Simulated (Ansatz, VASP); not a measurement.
**One calculation of Ni, two programs**

The input INCAR:

```
PREC = Accurate ; ENCUT = 520
EDIFF = 1E-7 ; ISMEAR = -1
SIGMA = 0.05 ; LREAL = False
LASPH = True ; NELM = 150
ALGO = Normal ; ISIF = 2
LWAVE = False ; LCHARG = False
ISPIN = 2 ; MAGMOM = 1
LORBIT = 11 ; LMAXMIX = 4
GGA = PE ; NBANDS = 15
```

The input KPOINTS:

```
Automatic mesh
0
Gamma
  13 13 13
```

The input POSCAR:

```
Ni
1.0
    0.0000000000      1.7716516424      1.7716516424
    1.7716516424      0.0000000000      1.7716516424
    1.7716516424      1.7716516424      0.0000000000
Ni
1
Direct
    0.0000000000      0.0000000000      0.0000000000
```

The input input.yaml:

```yaml
crystal:
  lattice:
    - [0.0, 1.7716516424, 1.7716516424]
    - [1.7716516424, 0.0, 1.7716516424]
    - [1.7716516424, 1.7716516424, 0.0]
  atoms:
    - { symbol: Ni, position: [0.0, 0.0, 0.0], spin: 1.0 }
kpoints:
  mp_grid: { grid: [13, 13, 13] }
scf:
  occupations: { method: fermi_dirac, width: 0.05 }
hamiltonian:
  xc: pbe
  pseudopotentials: { kind: all_electron, lapw: { basis_error: 0.0005 } }
magnetization:
  spin_polarized: true
output:
  forces: true
  stress: true
  eigenvalues: true
```

Change from the starting cell: volume scaled by 1.06.

Alike in both runs: task single point; functional PBE; k mesh 13 × 13 × 13; occupations fermi-dirac, width 0.05 eV; collinear spin.

|  | VASP | Ansatz |
| --- | --- | --- |
| version | VASP 6.6.1 | Ansatz 0.2.0 |
| potentials or method | VASP PAW PBE potentials, release 64 (Ni), cutoff 520 eV | all-electron LAPW, scalar-relativistic |

|  | VASP | Ansatz | Ansatz less VASP |
| --- | --- | --- | --- |
| gap on the k mesh at the Fermi level (eV) | none | none | - |
| pressure (GPa) | -4.0 | -4.1 | -0.07 |
| net moment per atom (μB) | 0.63 | 0.63 | +0.007 |
| size of the moment on the site where the two differ most (μB) | 0.64 | 0.66 | +0.019 |

Site moments also hang on the region over which each program counts them. A gap of «none» marks a metal or a gap that the smearing closes. Ansatz ran all-electron here, and VASP with PAW potentials.
